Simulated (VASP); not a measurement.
FeS2: single point with PBE+U

The system is FeS2.

```
Fe S
1.0
     4.44000    0.00000    0.00000
     0.00000    5.39000    0.00000
     0.00000    0.00000    3.37000
Fe S
2 4
Direct
  0.00000 0.00000 0.00000
  0.50000 0.50000 0.50000
  0.20300 0.37500 0.00000
  0.29700 0.87500 0.50000
  0.79700 0.62500 0.00000
  0.70300 0.12500 0.50000
```

```json
{
  "Program": "VASP 6.6.1",
  "Task": "single point",
  "Functional": "PBE",
  "Potentials or basis": "VASP PAW PBE potentials, release 64 (Fe, S)",
  "Cutoff": "600 eV",
  "k mesh": "4 × 4 × 6",
  "Occupations": "gaussian, width 0.05 eV",
  "Spin": "collinear spin, ferromagnetic start",
  "Starting moments": "[4.0, 4.0, 0.0, 0.0, 0.0, 0.0] μB",
  "Hubbard terms": "Fe d U = 4.0 eV"
}
```

- Pressure: 21.0 GPa
- Largest force: 1.524 eV/Å
- Band gap on the k mesh: zero (filled and empty bands overlap)
- Net moment: 3.98 μB per cell
- Site moments: Fe +2.17; S -0.07 μB
- Valence electrons inside the program's atomic spheres: Fe 7.64; S 3.70

Forces on the atoms (eV/Å):
```
Fe   0.000  0.000  0.000
Fe   0.000  0.000  0.000
S   -1.469  0.405  0.000
S    1.469  0.405  0.000
S    1.469 -0.405  0.000
S   -1.469 -0.405  0.000
```

Stress tensor (GPa, compression positive):
```
20.91  0.00  0.00
 0.00 18.87  0.00
 0.00  0.00 23.12
```

Levels at points of the mesh, in eV from the Fermi level:
Spin up:
| k point | band 18 | band 19 | band 20 | band 21 | band 22 | band 23 | band 24 | band 25 | band 26 | band 27 |
| --- | --- | --- | --- | --- | --- | --- | --- | --- | --- | --- |
| (0.00, 0.00, 0.00) | -3.40 | -2.84 | -2.13 | -0.83 | 0.52 | 1.13 | 1.51 | 1.88 | 2.05 | 3.67 |
| (0.50, 0.00, 0.00) | -2.89 | -1.83 | -1.83 | -0.11 | -0.11 | 0.86 | 0.86 | 1.22 | 1.22 | 4.68 |
| (0.00, 0.50, 0.00) | -3.03 | -2.50 | -2.50 | -0.47 | -0.47 | 1.12 | 1.12 | 1.17 | 1.17 | 5.08 |
| (0.50, 0.50, 0.00) | -2.21 | -2.08 | -2.08 | -0.67 | -0.67 | -0.18 | -0.18 | 1.90 | 1.90 | 4.40 |
| (0.00, 0.00, 0.50) | -3.29 | -2.98 | -2.98 | -1.00 | -1.00 | -0.13 | -0.13 | 0.82 | 0.82 | 4.53 |
| (0.50, 0.00, 0.50) | -3.56 | -3.33 | -3.33 | -1.09 | -1.09 | 1.23 | 1.23 | 1.83 | 1.83 | 6.58 |
| (0.00, 0.50, 0.50) | -3.88 | -3.54 | -3.54 | -2.00 | -2.00 | 0.34 | 0.34 | 1.77 | 1.77 | 5.52 |
| (0.50, 0.50, 0.50) | -3.74 | -2.83 | -2.83 | 0.34 | 0.34 | 0.37 | 0.37 | 0.75 | 0.75 | 5.70 |
Spin down:
| k point | band 15 | band 16 | band 17 | band 18 | band 19 | band 20 | band 21 | band 22 |
| --- | --- | --- | --- | --- | --- | --- | --- | --- |
| (0.00, 0.00, 0.00) | -1.85 | -1.69 | -1.59 | -1.00 | -0.24 | 0.45 | 0.88 | 1.97 |
| (0.50, 0.00, 0.00) | -1.87 | -1.87 | -0.84 | -0.84 | 0.64 | 0.64 | 1.46 | 1.46 |
| (0.00, 0.50, 0.00) | -1.88 | -1.88 | -1.35 | -1.35 | 0.53 | 0.53 | 0.91 | 0.91 |
| (0.50, 0.50, 0.00) | -2.16 | -2.16 | -1.75 | -1.75 | 0.36 | 0.36 | 1.82 | 1.82 |
| (0.00, 0.00, 0.50) | -2.33 | -2.33 | -1.77 | -1.77 | 1.25 | 1.25 | 1.58 | 1.58 |
| (0.50, 0.00, 0.50) | -1.67 | -1.67 | -1.39 | -1.39 | 1.19 | 1.19 | 1.61 | 1.61 |
| (0.00, 0.50, 0.50) | -2.70 | -2.70 | -2.17 | -2.17 | 1.46 | 1.46 | 1.86 | 1.86 |
| (0.50, 0.50, 0.50) | -2.30 | -2.30 | -1.63 | -1.63 | 0.87 | 0.87 | 1.85 | 1.85 |

Eigenvalues of the final occupation matrices:
```
    site  spin  trace               eigenvalues
site 1 d     1   4.35  0.74 0.88 0.89 0.91 0.94
site 1 d     2   2.22  0.05 0.28 0.31 0.78 0.81
site 2 d     1   4.35  0.74 0.88 0.89 0.91 0.94
site 2 d     2   2.22  0.05 0.28 0.31 0.78 0.81
```

It took 4.6 min on 1 thread of AMD EPYC 9R14 (Zen 4) (shared host), peak memory 0.33 GiB.

Caveat: the cell stands under pressure; the run started ferromagnetic, and an antiferromagnetic order may lie lower in energy; forces of over 1 eV/Å act on the atoms, so gaps and moduli don't describe the material at rest. The state reached can hang on the start; a lower one may exist.
